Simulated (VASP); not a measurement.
# ZnO (NiAs type) (P6_3/mmc) in VASP: notebook

Runs on ZnO (NiAs type). Level: PBE. Tasks: relaxation of shape and atoms at fixed volume.

All numbers are computed with VASP 6.6.1; they aren't measurements. Logs are shortened: lines on timing, memory, paths and dates and some standing lists are left out, and cuts for length are marked.

**1. The cell of the first run**

It takes space group P6_3/mmc (No. 194, hexagonal). Conventional cell: a = 2.711 Å, b = 2.711 Å, c = 4.654 Å, α = 90.00°, β = 90.00°, γ = 120.00°. Zn (site symmetry -3m) has 6 O at 1.95 Å and 2 Zn at 2.33 Å within 2.6 Å. Within 2.6 Å of O (site symmetry -6m2) lie 6 Zn at 1.95 Å.

**2. Relaxation of shape and atoms at fixed volume, PBE**

INCAR reads:

```
PREC = Accurate
ENCUT = 600
EDIFF = 1E-7
ISMEAR = -1
SIGMA = 0.08
LREAL = False
LASPH = True
NELM = 60
ALGO = Normal
ISIF = 4
LWAVE = False
LCHARG = False
GGA = PE
IBRION = 2
NSW = 50
EDIFFG = -0.005
```

KPOINTS reads:

```
regular mesh
0
Gamma
  11 11 7
```

POSCAR reads:

```
ZnO
1.0
    2.7114344096      0.0000000000      0.0000000000
   -1.3557172048      2.3481710794      0.0000000000
    0.0000000000      0.0000000000      4.6535113764
Zn O
2 2
Direct
    0.0000000000      0.0000000000      0.0000000000
    0.0000000000      0.0000000000      0.5000000000
    0.3333333333      0.6666666667      0.2500000000
    0.6666666667      0.3333333333      0.7500000000
```

Potentials or basis: VASP PAW PBE potentials, release 64 (Zn, O).

Started as:

```bash
$ cat potpaw_PBE.64/Zn/POTCAR potpaw_PBE.64/O/POTCAR > POTCAR
$ mpirun -np 1 vasp_std > vasp.out
```

OUTCAR:

```text
PREC = Accurate
   ENCUT = 600
   EDIFF = 1E-7
   ISMEAR = -1
   LREAL = False
   LASPH = True
   NELM = 60
   ISIF = 4
   GGA = PE
   IBRION = 2
   NSW = 50
   EDIFFG = -0.005

 ion  position               nearest neighbor table
   1  0.000  0.000  0.000-   3 1.95   4 1.95   3 1.95   4 1.95   4 1.95   3 1.95   2 2.33   2 2.33

   2  0.000  0.000  0.500-   3 1.95   4 1.95   3 1.95   4 1.95   4 1.95   3 1.95   1 2.33   1 2.33

   3  0.333  0.667  0.250-   1 1.95   2 1.95   1 1.95   2 1.95   1 1.95   2 1.95
   4  0.667  0.333  0.750-   1 1.95   2 1.95   1 1.95   2 1.95   1 1.95   2 1.95

  LATTYP: Found a hexagonal cell.
 ALAT       =     2.7114344096
 C/A-ratio  =     1.7162544519

  Lattice vectors:

 A1 = (   2.7114344096,   0.0000000000,   0.0000000000)
 A2 = (  -1.3557172048,   2.3481710794,   0.0000000000)
 A3 = (   0.0000000000,   0.0000000000,   4.6535113764)

Analysis of symmetry for initial positions (statically):
=====================================================================
 Subroutine PRICEL returns:
 Original cell was already a primitive cell.

 Routine SETGRP: Setting up the symmetry group for a
 hexagonal supercell.

 Subroutine GETGRP returns: Found 24 space group operations
 (whereof 12 operations were pure point group operations)
 out of a pool of 24 trial point group operations.

The static configuration has the point symmetry D_3d.
 The point group associated with its full space group is D_6h.

Analysis of symmetry for dynamics (positions and initial velocities):
=====================================================================
 Subroutine PRICEL returns:
 Original cell was already a primitive cell.

 Routine SETGRP: Setting up the symmetry group for a
 hexagonal supercell.

 Subroutine GETGRP returns: Found 24 space group operations
 (whereof 12 operations were pure point group operations)
 out of a pool of 24 trial point group operations.

The dynamic configuration has the point symmetry D_3d.
 The point group associated with its full space group is D_6h.

 Subroutine INISYM returns: Found 24 space group operations
 (whereof 12 operations are pure point group operations),
 and found     1 'primitive' translations

----------------------------------------------------------------------------------------

                                     Primitive cell

  volume of cell :      29.6285

  direct lattice vectors                    reciprocal lattice vectors
     2.711434410  0.000000000  0.000000000     0.368808479  0.212931675  0.000000000
    -1.355717205  2.348171079  0.000000000     0.000000000  0.425863349  0.000000000
     0.000000000  0.000000000  4.653511376     0.000000000  0.000000000  0.214891491

  length of vectors
     2.711434410  2.711434410  4.653511376     0.425863349  0.425863349  0.214891491

  position of ions in fractional coordinates (direct lattice)
     0.000000000  0.000000000  0.000000000
     0.000000000  0.000000000  0.500000000
     0.333333333  0.666666667  0.250000000
     0.666666667  0.333333333  0.750000000

  ion indices of the primitive-cell ions
   primitive index   ion index
                 1           1
                 2           2
                 3           3
                 4           4

----------------------------------------------------------------------------------------

 KPOINTS: regular mesh

Automatic generation of k-mesh.
 Grid dimensions read from file:
 generate k-points for:   11   11    7

 Generating k-lattice:

  Cartesian coordinates                     Fractional coordinates (reciprocal lattice)
     0.033528044  0.019357425  0.000000000     0.090909091  0.000000000  0.000000000
     0.000000000  0.038714850  0.000000000     0.000000000  0.090909091  0.000000000
     0.000000000  0.000000000  0.030698784     0.000000000  0.000000000  0.142857143

  Length of vectors
     0.038714850  0.038714850  0.030698784

  Shift w.r.t. Gamma in fractional coordinates (k-lattice)
     0.000000000  0.000000000  0.000000000

 Subroutine IBZKPT returns following result:
 ===========================================

 Found     64 irreducible k-points:

 Following reciprocal coordinates:
            Coordinates               Weight
  0.000000  0.000000  0.000000      1.000000
  0.090909  0.000000  0.000000      6.000000
  0.181818  0.000000  0.000000      6.000000
  0.272727  0.000000  0.000000      6.000000
  0.363636  0.000000  0.000000      6.000000
  0.454545  0.000000  0.000000      6.000000
[... 16 lines left out ...]
  0.090909  0.090909  0.142857     12.000000
  0.181818  0.090909  0.142857     24.000000
 [... further k-points ...]
   k-points           NKPTS =     64   k-points in BZ     NKDIM =     64   number of bands    NBANDS=     22
   number of dos      NEDOS =    301   number of ions     NIONS =      4
   total plane-waves  NPLWV =  23040
   dimension x,y,z NGX =    24 NGY =   24 NGZ =   40
   dimension x,y,z NGXF=    48 NGYF=   48 NGZF=   80
   ions per type =               2   2
   NGX,Y,Z   is equivalent  to a cutoff of  14.72, 14.72, 14.29 a.u.
   NGXF,Y,Z  is equivalent  to a cutoff of  29.43, 29.43, 28.58 a.u.
 SYSTEM =  unknown system
   PREC   = accura    normal or accurate (medium, high low for compatibility)
   ISTART =      0    job   : 0-new  1-cont  2-samecut
   ICHARG =      2    charge: 1-file 2-atom 10-const
   ISPIN  =      1    spin polarized calculation?
   LNONCOLLINEAR =      F non collinear calculations
   LSORBIT =      F    spin-orbit coupling
   LASPH  =      T    aspherical Exc in radial PAW
   ENCUT  =  600.0 eV  44.10 Ry    6.64 a.u.   5.42  5.42  9.29*2*pi/ulx,y,z
   NELM   =     60;   NELMIN=  2; NELMDL= -5     # of ELM steps
   EDIFF  = 0.1E-06   stopping-criterion for ELM
   LREAL  =      F    real-space projection
   EDIFFG = -.5E-02   stopping-criterion for IOM
   NSW    =     50    number of steps for IOM
   IBRION =      2    ionic relax: 0-MD 1-quasi-New 2-CG
   NFREE  =      1    steps in history (QN), initial steepest desc. (CG)
   ISIF   =      4    stress and relaxation
   ISYM   =      2    0-nonsym 1-usesym 2-fastsym
   POTIM  = 0.5000    time-step for ionic-motion
   TEBEG  =    0.0;   TEEND  =   0.0 temperature during run
   PSTRESS=    0.0 pullay stress
   NELECT =      36.0000    total number of electrons
   NUPDOWN=      -1.0000    fix difference up-down
   EMIN   =  10.00;   EMAX   =-10.00  energy-range for DOS
   EFERMI =   0.00;   METHOD = LEGACY
   ISMEAR =    -1;   SIGMA  =   0.08  broadening in eV -4-tet -1-fermi 0-gaus
   EFERMI_NEDOS =   21; number of points for ismear=-14 and -15
   IALGO  =     38    algorithm
   IMIX   =      4    mixing-type and parameters
     AMIX     =   0.40;   BMIX     =  1.00
     AMIX_MAG =   1.60;   BMIX_MAG =  1.00
  volume/ion in A,a.u.               =       7.41        49.99
  Fermi-wavevector in a.u.,A,eV,Ry     =   1.746918  3.301196 41.521194  3.051722
  Thomas-Fermi vector in A             =   2.818319
   LORBIT       =      0    0 simple, 1 ext, 2 COOP (PROOUT), +10 PAW based schemes
   GGA     = PE    functional components
   LHFCALC =     F    Hartree Fock is set to
   AEXX    =    0.0000 exact exchange contribution
   IVDW    =     0    specifies the selected vdW correction
   LEPSILON=     F    determine dielectric tensor
   LRPA    =     F    only Hartree local field effects (RPA)
 conjugate gradient relaxation of ions
 non-spin polarized calculation
  energy-cutoff  :      600.00
  volume of cell :       29.63
 maximum number of plane-waves:      1014
 NGX is ok and might be reduce to    24
   NGX = 11   NGY = 11   NGZ = 19

--------------------------------------- Ionic step        1  -------------------------------------------

 number of electron      36.0000015 magnetization

 Free energy of the ion-electron system (eV)
  ---------------------------------------------------
  ext. energy  EPLUGINS =         0.00000000
  ---------------------------------------------------
  free energy    TOTEN  =       -13.83153074 eV

  energy without entropy =      -13.83153073  energy(sigma->0) =      -13.83153074

------------------------ aborting loop because EDIFF is reached ----------------------------------------

  FORCE on cell =-STRESS in cart. coord.  units (eV):
  Direction    XX          YY          ZZ          XY          YZ          ZX
  --------------------------------------------------------------------------------------
  -------------------------------------------------------------------------------------
  Total       20.2660240     20.2660240     23.5013281      0.0000000      0.0000000      0.0000000
  in kB     1095.8964408   1095.8964408   1270.8472989      0.0000000      0.0000000      0.0000000
  external PRESSURE =    1154.2133935 kB  Pullay stress =       0.0000000 kB
[... 99 lines left out ...]
  energy  without entropy=      -13.8903772748  energy(sigma->0) =      -13.89037728

--------------------------------------- Ionic step        4  -------------------------------------------

 number of electron      35.9999985 magnetization

 Free energy of the ion-electron system (eV)
  ---------------------------------------------------
  ext. energy  EPLUGINS =         0.00000000
  ---------------------------------------------------
  free energy    TOTEN  =       -13.89039213 eV

  energy without entropy =      -13.89039211  energy(sigma->0) =      -13.89039212

 E-fermi :   7.4267     XC(G=0): -13.9585

 val. band max:        6.1715244987   @ k =   0.0000   0.0000   0.0000
 cond. band min:       8.4599864558   @ k =   0.0000   0.0000   0.0000
 fundamental gap:      2.2884619570
 Fermi energy:         7.4267172938

 k-point     1 :       0.0000    0.0000    0.0000
  band No.  band energies     occupation
      1     -15.5692      2.00000
      2     -13.6065      2.00000
      3      -4.4691      2.00000
      4      -1.1929      2.00000
      5      -1.1929      2.00000
      6      -0.7226      2.00000
[... 574 lines left out ...]
      6      -0.9559      2.00000
[... 14 lines left out ...]
     21      16.6267      0.00000
     22      18.7323      0.00000

 [... further k-points ...]

------------------------ aborting loop because EDIFF is reached ----------------------------------------

  FORCE on cell =-STRESS in cart. coord.  units (eV):
  Direction    XX          YY          ZZ          XY          YZ          ZX
  --------------------------------------------------------------------------------------
  -------------------------------------------------------------------------------------
  Total       20.8020970     20.8020970     20.8128603      0.0000000      0.0000000      0.0000000
  in kB     1124.8848880   1124.8848880   1125.4669189      0.0000000      0.0000000      0.0000000
  external PRESSURE =    1125.0788983 kB  Pullay stress =       0.0000000 kB
[... 19 lines left out ...]
  FREE ENERGIE OF THE ION-ELECTRON SYSTEM (eV)
  ---------------------------------------------------
  free  energy   TOTEN  =       -13.8903921298 eV

  energy  without entropy=      -13.8903921146  energy(sigma->0) =      -13.89039212

 reached required accuracy - stopping structural energy minimisation
```

Wall time 51 s (1 thread of Intel Xeon 6975P-C (Granite Rapids), shared host); peak memory 0.19 GiB.

Results:

```yaml
Free_energy: -13.8904 eV
Energy_gained_by_relaxing: 14.7 meV/atom
Ionic_steps: 4
Pressure_after_relaxing: 112.5 GPa
Band_gap_on_the_k_mesh: 2.29 eV
```

Step by step:
| step | energy change (eV) | largest force (eV/Å) | pressure (GPa) | volume (Å³) |
| --- | --- | --- | --- | --- |
| 1 | 0.0000 | 0.0000 | 115.42 | 29.63 |
| 2 | -0.0539 | 0.0000 | 113.38 | 29.63 |
| 3 | -0.0588 | 0.0000 | 112.44 | 29.63 |
| 4 | -0.0589 | 0.0000 | 112.51 | 29.63 |

Final structure:
```yaml
crystal:
  lattice:
    - [2.66260, 0.00000, 0.00000]
    - [-1.33130, 2.30588, 0.00000]
    - [0.00000, 0.00000, 4.82576]
  atoms:
    - { symbol: Zn, position: [0.00000, 0.00000, 0.00000] }
    - { symbol: Zn, position: [0.00000, 0.00000, 0.50000] }
    - { symbol: O, position: [0.33333, 0.66667, 0.25000] }
    - { symbol: O, position: [0.66667, 0.33333, 0.75000] }
```

Caveat: an odd mesh through Γ misses points on the zone boundary, where band edges can lie.

**3. Relaxation of shape and atoms at fixed volume, PBE**

This run uses another cell than the first one, of 8.23 Å³/atom.

INCAR reads:

```
  PREC = Accurate
  ENCUT = 600
  EDIFF = 1E-6
  ISMEAR = -1
  SIGMA = 0.08
  LREAL = F
  LASPH = T
  NELM = 80
  ALGO = Normal
  ISIF = 4
  LWAVE = F
  LCHARG = F
  GGA = PE
  IBRION = 2
  NSW = 50
  EDIFFG = -0.005
```

KPOINTS is that of step 2.

POSCAR reads:

```
ZnO
1.0
    2.8083523784      0.0000000000      0.0000000000
   -1.4041761892      2.4321045025      0.0000000000
    0.0000000000      0.0000000000      4.8198472718
Zn O
2 2
Direct
    0.0000000000      0.0000000000      0.0000000000
    0.0000000000      0.0000000000      0.5000000000
    0.3333333333      0.6666666667      0.2500000000
    0.6666666667      0.3333333333      0.7500000000
```

Potentials or basis: VASP PAW PBE potentials, release 64 (Zn, O).

Started as:

```bash
$ cat potpaw_PBE.64/Zn/POTCAR potpaw_PBE.64/O/POTCAR > POTCAR
$ mpirun -np 1 vasp_std > vasp.out
```

It took 39 s on 1 thread of Intel Xeon 6975P-C (Granite Rapids), shared host; peak memory 0.19 GiB.

The run converged. Its results:

| Property | Result |
| --- | --- |
| Free energy | -15.6401 eV |
| Energy gained by relaxing | 5.0 meV/atom |
| Ionic steps | 3 |
| Pressure after relaxing | 60.9 GPa |
| Band gap on the k mesh | 1.65 eV |

The path:
| step | energy change (eV) | largest force (eV/Å) | pressure (GPa) | volume (Å³) |
| --- | --- | --- | --- | --- |
| 1 | 0.0000 | 0.0000 | 61.95 | 32.92 |
| 2 | -0.0187 | 0.0000 | 61.10 | 32.92 |
| 3 | -0.0202 | 0.0000 | 60.91 | 32.92 |

Final structure:
```
CELL_PARAMETERS angstrom
2.77866 0.00000 0.00000
-1.38933 2.40639 0.00000
0.00000 0.00000 4.92342
ATOMIC_POSITIONS crystal
Zn 0.00000 0.00000 0.00000
Zn 0.00000 0.00000 0.50000
O 0.33333 0.66667 0.25000
O 0.66667 0.33333 0.75000
```

Levels at points of the mesh, in eV from the valence-band top:
```tsv
k point	band 15	band 16	band 17	band 18	band 19	band 20	band 21	band 22
(0.00, 0.00, 0.00)	-1.83	-1.83	0.00	0.00	1.65	6.36	9.85	15.55
```

Caveat: an odd mesh through Γ misses points on the zone boundary, where band edges can lie.
